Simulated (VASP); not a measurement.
# InSb (I-4m2) in VASP: notebook, part 2 of 2

VASP 6.6.1.

## 4. Electric field gradients, LDA (zz strain of -1 %)

INCAR

```
SYSTEM = InSb
PREC = Accurate
ENCUT = 400
EDIFF = 1E-8
ISMEAR = -1
SIGMA = 0.03
LREAL = .FALSE.
LASPH = .TRUE.
NELM = 120
ALGO = Normal
ISIF = 2
LWAVE = .FALSE.
LCHARG = .FALSE.
GGA = CA
LEFG = .TRUE.
NBANDS = 16
GGA_COMPAT = .FALSE.
```

KPOINTS

```
regular mesh
0
G
  10 10 10
  0 0 0
```

POSCAR

```
InSb
1.0
    0.0000000000      3.2391000000      3.2067090000
    3.2391000000      0.0000000000      3.2067090000
    3.2391000000      3.2391000000      0.0000000000
In Sb
1 1
Direct
    0.0000000000      0.0000000000      0.0000000000
    0.7500000000      0.7500000000      0.7500000000
```

Potentials or basis: VASP PAW LDA potentials, release 64 (In_d, Sb).

The run is started by

```sh
$ cat potpaw_LDA.64/In_d/POTCAR potpaw_LDA.64/Sb/POTCAR > POTCAR
$ mpirun -np 1 vasp_std > vasp.out
```

OUTCAR:

```text
SYSTEM = InSb
   PREC = Accurate
   ENCUT = 400
   EDIFF = 1E-8
   ISMEAR = -1
   LREAL = .FALSE.
   LASPH = .TRUE.
   NELM = 120
   ISIF = 2
   GGA = CA

 ion  position               nearest neighbor table
   1  0.000  0.000  0.000-   2 2.80   2 2.80   2 2.80   2 2.80
   2  0.750  0.750  0.750-   1 2.80   1 2.80   1 2.80   1 2.80

  LATTYP: Found a body centered tetragonal cell.
 ALAT       =     4.5807791499
 C/A-ratio  =     1.4000714267

  Lattice vectors:

 A1 = (   0.0000000000,  -3.2391000000,  -3.2067090000)
 A2 = (   0.0000000000,   3.2391000000,  -3.2067090000)
 A3 = (   3.2391000000,   0.0000000000,   3.2067090000)

Analysis of symmetry for initial positions (statically):
=====================================================================
 Subroutine PRICEL returns:
 Original cell was already a primitive cell.

 Routine SETGRP: Setting up the symmetry group for a
[... 646 lines left out ...]
  volume of cell :       67.29
      direct lattice vectors                 reciprocal lattice vectors
     0.000000000  3.239100000  3.206709000    -0.154363867  0.154363867  0.155923097
     3.239100000  0.000000000  3.206709000     0.154363867 -0.154363867  0.155923097
     3.239100000  3.239100000  0.000000000     0.154363867  0.154363867 -0.155923097

 POSITION                                       TOTAL-FORCE (eV/Angst)
 -----------------------------------------------------------------------------------
      0.00000      0.00000      0.00000         0.000000      0.000000      0.000000
      4.85865      4.85865      4.81006        -0.000000     -0.000000     -0.000000
 -----------------------------------------------------------------------------------
    total drift:                               -0.000000     -0.000000     -0.000001

  FREE ENERGIE OF THE ION-ELECTRON SYSTEM (eV)
  ---------------------------------------------------
  free  energy   TOTEN  =        -8.2152332903 eV

  energy  without entropy=       -8.2151014040  energy(sigma->0) =       -8.21516735

 Electric field gradients (V/A^2)
---------------------------------------------------------------------
 ion       V_xx      V_yy      V_zz      V_xy      V_xz      V_yz
---------------------------------------------------------------------
   1      -1.446    -1.446     2.891    -0.000     0.000     0.000
   2       1.017     1.017    -2.034     0.000     0.000     0.000
---------------------------------------------------------------------

 Electric field gradients after diagonalization (V/A^2)
 (convention: |V_zz| > |V_xx| > |V_yy|)
----------------------------------------------------------------------
 ion       V_xx      V_yy      V_zz     asymmetry (V_yy - V_xx)/ V_zz
----------------------------------------------------------------------
   1      -1.446    -1.445     2.891       0.000
   2       1.017     1.017    -2.034       0.000
----------------------------------------------------------------------

           NMR quadrupolar parameters

 Cq : quadrupolar parameter    Cq=e*Q*V_zz/h
 eta: asymmetry parameters     (V_yy - V_xx)/ V_zz
 Q  : nuclear electric quadrupole moment in mb (millibarn)
----------------------------------------------------------------------
 ion       Cq(MHz)       eta       Q (mb)
----------------------------------------------------------------------
   1       0.007       0.000       1.000
   2      -0.005       0.000       1.000
----------------------------------------------------------------------
```

OSZICAR:

```text
N       E                     dE             d eps       ncg     rms          rms(c)
DAV:   1     0.107399073029E+03    0.10740E+03   -0.68476E+03  3272   0.931E+02
DAV:   2    -0.158346243446E+01   -0.10898E+03   -0.10574E+03  3736   0.256E+02
DAV:   3    -0.818015824903E+01   -0.65967E+01   -0.65797E+01  4144   0.686E+01
DAV:   4    -0.836591617858E+01   -0.18576E+00   -0.18573E+00  4224   0.136E+01
DAV:   5    -0.837525214667E+01   -0.93360E-02   -0.93359E-02  4864   0.238E+00    0.439E+00
DAV:   6    -0.824786827614E+01    0.12738E+00   -0.15264E-01  4728   0.613E+00    0.248E+00
DAV:   7    -0.821685654058E+01    0.31012E-01   -0.68199E-02  4536   0.240E+00    0.542E-01
DAV:   8    -0.821515685254E+01    0.16997E-02   -0.70299E-03  4320   0.980E-01    0.308E-01
DAV:   9    -0.821524836921E+01   -0.91517E-04   -0.67079E-04  4120   0.228E-01    0.876E-02
DAV:  10    -0.821522985725E+01    0.18512E-04   -0.42891E-05  3800   0.471E-02    0.333E-02
DAV:  11    -0.821523344558E+01   -0.35883E-05   -0.10071E-05  4176   0.410E-02    0.231E-02
DAV:  12    -0.821523328894E+01    0.15664E-06   -0.76779E-07  4520   0.935E-03    0.579E-03
DAV:  13    -0.821523329552E+01   -0.65818E-08   -0.13603E-07  4288   0.353E-03    0.269E-03
DAV:  14    -0.821523329028E+01    0.52371E-08   -0.14042E-08  3344   0.145E-03
   1 F= -.82152333E+01 E0= -.82151673E+01  d E =-.131886E-03
```

stdout:

```text
POSCAR found type information on POSCAR InSb
 POSCAR found :  2 types and       2 ions
 scaLAPACK will be used
 LDA part: xc-table for (Slater(with rela. corr.)+CA(PZ))
 , standard interpolation
 POSCAR, INCAR and KPOINTS ok, starting setup
 FFT: planning ... GRIDC
 FFT: planning ... GRID_SOFT
 FFT: planning ... GRID
 WAVECAR not read
 entering main loop
ion   1

ion   2
```

It took 1.8 min on 1 thread of Intel Xeon 8259CL, shared host; peak memory 0.2 GiB.

What came out:

| Quantity | Value |
| --- | --- |
| Free energy | -8.2152 eV |
| Pressure | -0.1 GPa |
| Band gap on the k mesh | 0.05 eV |
| Largest electric field gradient by atom | In +2.9; Sb -2.0 V/Å² |

Electric field gradients, principal values (V/Å²):
| atom | least | middle | greatest (by size) |
| --- | --- | --- | --- |
| 1 In | -1.445 | -1.446 | 2.891 |
| 2 Sb | 1.017 | 1.017 | -2.034 |

Caveat: the cell differs from its parent crystal (zz strain of -1 %); semilocal functionals underestimate gaps, and a narrow one can read as zero; without QUAD_EFG the Cq values of the log hold for a quadrupole moment of 1 mb, not for the nuclei; spin-orbit coupling is left out, which moves the levels of the heavy elements. A k mesh can miss the band edges.

## 5. Electric field gradients, LDA (zz strain of -1 %)

INCAR

```
PREC = Accurate
ENCUT = 400
EDIFF = 1E-8
ISMEAR = -1
SIGMA = 0.03
LREAL = F
LASPH = T
NELM = 120
ALGO = Normal
ISIF = 2
LWAVE = F
LCHARG = F
LEFG = T
NBANDS = 16
GGA_COMPAT = F
```

KPOINTS

```
regular mesh
0
Gamma
  10 10 10
```

POSCAR is that of step 4.

Potentials or basis: VASP PAW LDA potentials, release 64 (In_d, Sb).

The run is started by

```sh
$ cat potpaw_LDA.64/In_d/POTCAR potpaw_LDA.64/Sb/POTCAR > POTCAR
$ mpirun -np 1 vasp_std > vasp.out
```

OUTCAR:

```text
PREC = Accurate
   ENCUT = 400
   EDIFF = 1E-8
   ISMEAR = -1
   LREAL = F
   LASPH = T
   NELM = 120
   ISIF = 2

 ion  position               nearest neighbor table
   1  0.000  0.000  0.000-   2 2.80   2 2.80   2 2.80   2 2.80
   2  0.750  0.750  0.750-   1 2.80   1 2.80   1 2.80   1 2.80

  LATTYP: Found a body centered tetragonal cell.
 ALAT       =     4.5807791499
 C/A-ratio  =     1.4000714267

  Lattice vectors:

 A1 = (   0.0000000000,  -3.2391000000,  -3.2067090000)
 A2 = (   0.0000000000,   3.2391000000,  -3.2067090000)
[... 669 lines left out ...]
  free  energy   TOTEN  =        -8.2152332903 eV

  energy  without entropy=       -8.2151014040  energy(sigma->0) =       -8.21516735

 Electric field gradients (V/A^2)
---------------------------------------------------------------------
 ion       V_xx      V_yy      V_zz      V_xy      V_xz      V_yz
---------------------------------------------------------------------
   1      -1.446    -1.446     2.891    -0.000     0.000     0.000
   2       1.017     1.017    -2.034     0.000     0.000     0.000
---------------------------------------------------------------------

 Electric field gradients after diagonalization (V/A^2)
 (convention: |V_zz| > |V_xx| > |V_yy|)
----------------------------------------------------------------------
 ion       V_xx      V_yy      V_zz     asymmetry (V_yy - V_xx)/ V_zz
----------------------------------------------------------------------
   1      -1.446    -1.445     2.891       0.000
   2       1.017     1.017    -2.034       0.000
----------------------------------------------------------------------

           NMR quadrupolar parameters

 Cq : quadrupolar parameter    Cq=e*Q*V_zz/h
 eta: asymmetry parameters     (V_yy - V_xx)/ V_zz
 Q  : nuclear electric quadrupole moment in mb (millibarn)
----------------------------------------------------------------------
 ion       Cq(MHz)       eta       Q (mb)
----------------------------------------------------------------------
   1       0.007       0.000       1.000
   2      -0.005       0.000       1.000
----------------------------------------------------------------------
```

stdout:

```text
POSCAR found type information on POSCAR InSb
 POSCAR found :  2 types and       2 ions
 scaLAPACK will be used
 LDA part: xc-table for (Slater(with rela. corr.)+CA(PZ))
 , standard interpolation
 POSCAR, INCAR and KPOINTS ok, starting setup
 FFT: planning ... GRIDC
 FFT: planning ... GRID_SOFT
 FFT: planning ... GRID
 WAVECAR not read
 entering main loop
ion   1

ion   2
```

Run time: 1.8 min. Hardware: 1 thread of Intel Xeon 8259CL, shared host; peak memory 0.2 GiB.

What came out:

```
Free energy                             : -8.2152 eV
Pressure                                : -0.1 GPa
Band gap on the k mesh                  : 0.05 eV
Largest electric field gradient by atom : In +2.9; Sb -2.0 V/Å²
```

Stress tensor (GPa, compression positive):
```
-0.16  0.00  0.00
 0.00 -0.16  0.00
 0.00  0.00  0.12
```

Levels at points of the mesh, in eV from the valence-band top:
| k point | band 5 | band 6 | band 7 | band 8 | band 9 | band 10 | band 11 | band 12 | band 13 | band 14 |
| --- | --- | --- | --- | --- | --- | --- | --- | --- | --- | --- |
| (0.00, 0.00, 0.00) | -14.47 | -10.82 | -0.29 | 0.00 | 0.00 | 0.05 | 2.91 | 2.93 | 2.93 | 5.56 |
| (0.50, 0.00, 0.00) | -14.47 | -9.43 | -5.71 | -1.05 | -0.98 | 0.45 | 3.76 | 3.81 | 5.95 | 8.19 |
| (0.50, 0.50, 0.00) | -14.46 | -8.78 | -5.97 | -2.33 | -2.33 | 1.21 | 1.21 | 8.12 | 8.12 | 8.77 |
| (0.50, 0.00, 0.50) | -14.46 | -8.81 | -6.02 | -2.28 | -2.27 | 1.26 | 1.29 | 8.09 | 8.13 | 8.71 |

Electric field gradients, principal values (V/Å²):
```
atom   least  middle  greatest (by size)
1 In  -1.445  -1.446               2.891
2 Sb   1.017   1.017              -2.034
```

Caveat: the cell differs from its parent crystal (zz strain of -1 %); semilocal functionals underestimate gaps, and a narrow one can read as zero; without QUAD_EFG the Cq values of the log hold for a quadrupole moment of 1 mb, not for the nuclei; spin-orbit coupling is left out, which moves the levels of the heavy elements. A k mesh can miss the band edges.
